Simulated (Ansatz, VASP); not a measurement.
# Two plane-wave programs on Mg2CdN2

The input INCAR:

```
ALGO = Normal
EDIFF = 1E-6
ENCUT = 520
GGA = PE
ISIF = 2
ISMEAR = 0
LASPH = T
LCHARG = T
LELF = T
LREAL = F
LVHAR = T
LWAVE = F
NBANDS = 21
NELM = 60
PREC = Accurate
SIGMA = 0.03
```

KPOINTS

```
k-points
0
Gamma
  12 12 6
```

The input POSCAR:

```
Mg2CdN2
1.0
    3.5528825911      0.0000000000      0.0000000000
   -1.7764412955      3.0768865806      0.0000000000
    0.0000000000      0.0000000000      5.8641543863
Mg Cd N
2 1 2
Direct
    0.6666666667      0.3333333333      0.1534420000
    0.3333333333      0.6666666667      0.8465580000
    0.0000000000      0.0000000000      0.5000000000
    0.6666666667      0.3333333333      0.7722310000
    0.3333333333      0.6666666667      0.2277690000
```

Input for Ansatz:

```yaml
crystal:
  lattice:
    - [3.5528825911, 0.0, 0.0]
    - [-1.7764412955, 3.0768865806, 0.0]
    - [0.0, 0.0, 5.8641543863]
  atoms:
    - { symbol: Mg, position: [0.6666666667, 0.3333333333, 0.153442] }
    - { symbol: Mg, position: [0.3333333333, 0.6666666667, 0.846558] }
    - { symbol: Cd, position: [0.0, 0.0, 0.5] }
    - { symbol: "N", position: [0.6666666667, 0.3333333333, 0.772231] }
    - { symbol: "N", position: [0.3333333333, 0.6666666667, 0.227769] }
basis:
  ecutwfc: 420
kpoints:
  mp_grid: { grid: [12, 12, 6] }
hamiltonian:
  xc: pbe
scf:
  occupations: { method: gaussian, width: 0.03 }
output:
  forces: true
  stress: true
  eigenvalues: true
```

Change from the starting cell: strain -0.0200 x Voigt [0, 0, 1, 0, 0, 0], atoms carried along.

Alike in both runs: task single point; functional PBE; k mesh 12 × 12 × 6; occupations gaussian, width 0.03 eV; no spin polarisation.

|  | VASP | Ansatz |
| --- | --- | --- |
| version | VASP 6.6.1 | Ansatz 0.2.0 |
| potentials or method | VASP PAW PBE potentials, release 64 (Mg, Cd, N), cutoff 520 eV | scalar-relativistic, plane waves, PAW |
| valence electrons in the cell | 26 | 50 |

```tsv
	VASP	Ansatz	Ansatz less VASP
gap on the k mesh at the Fermi level (eV)	0.41	0.42	+0.009
least direct gap on the mesh (eV)	0.80	0.81	+0.012
pressure (GPa)	1.7	1.6	-0.08
traceless stress, the component that is largest in VASP (GPa)	1.27	1.27	+0.001
rms of the force components (eV/Å)	0.021	0.037	+0.0170
```

Atom by atom the forces differ by 0.018 eV/Å (rms over components). VASP's potentials hold 26 valence electrons a cell and Ansatz's 50, so a difference there can come from the potentials and not from the codes.
